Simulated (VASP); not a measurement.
# W: single point with PBEsol

The system is W.

```xyz
1
Lattice="0.0000 1.8811 2.2574 1.8811 0.0000 2.2574 1.8811 1.8811 0.0000" Properties=species:S:1:pos:R:3 pbc="T T T"
W     0.0000    0.0000    0.0000
```

This cell differs from its parent crystal: ratio of the length along z to the lengths across it x 1.2, volume and fractional coordinates fixed.

```json
{"Program": "VASP 6.6.1", "Task": "single point", "Functional": "PBEsol", "Potentials or basis": "VASP PAW PBE potentials, release 64 (W_sv)", "Cutoff": "520 eV", "k mesh": "28 × 28 × 28", "Occupations": "gaussian, width 0.15 eV", "Spin": "no spin polarisation", "Dipole correction": "no", "Further INCAR settings": "ALGO = Fast; EDIFF = 1e-06; NBANDS = 13"}
```

- Pressure: 1.8 GPa
- Band gap on the k mesh: zero (bands 7 and 8 overlap by 4.50 eV)

Stress tensor (GPa, compression positive):
```
2.02 0.00 0.00
0.00 2.02 0.00
0.00 0.00 1.25
```

Levels at points of the mesh, in eV from the Fermi level:
```csv
k point,band 3,band 4,band 5,band 6,band 7,band 8,band 9,band 10,band 11,band 12
"(0.00, 0.00, 0.00)",-37.54,-37.54,-9.54,-2.62,-0.08,0.12,0.12,4.02,12.95,14.48
"(0.50, 0.00, 0.00)",-38.01,-37.55,-6.15,-2.46,0.13,0.42,4.20,5.07,10.76,11.72
"(0.50, 0.50, 0.00)",-37.77,-37.77,-6.26,-4.92,0.59,5.22,5.30,5.30,10.20,13.57
"(0.50, 0.00, 0.50)",-38.45,-38.03,-6.10,-4.98,3.69,3.91,4.10,7.24,9.58,12.35
```

Run time: 120 s on 1 thread of Intel(R) Xeon(R) 6975P-C (Granite Rapids), with other jobs on the host, peak memory 0.41 GiB.

Caveat: the PAW data sets were made with another functional, which shifts forces and pressure a little; spin-orbit coupling is left out, which moves the levels of the heavy elements.
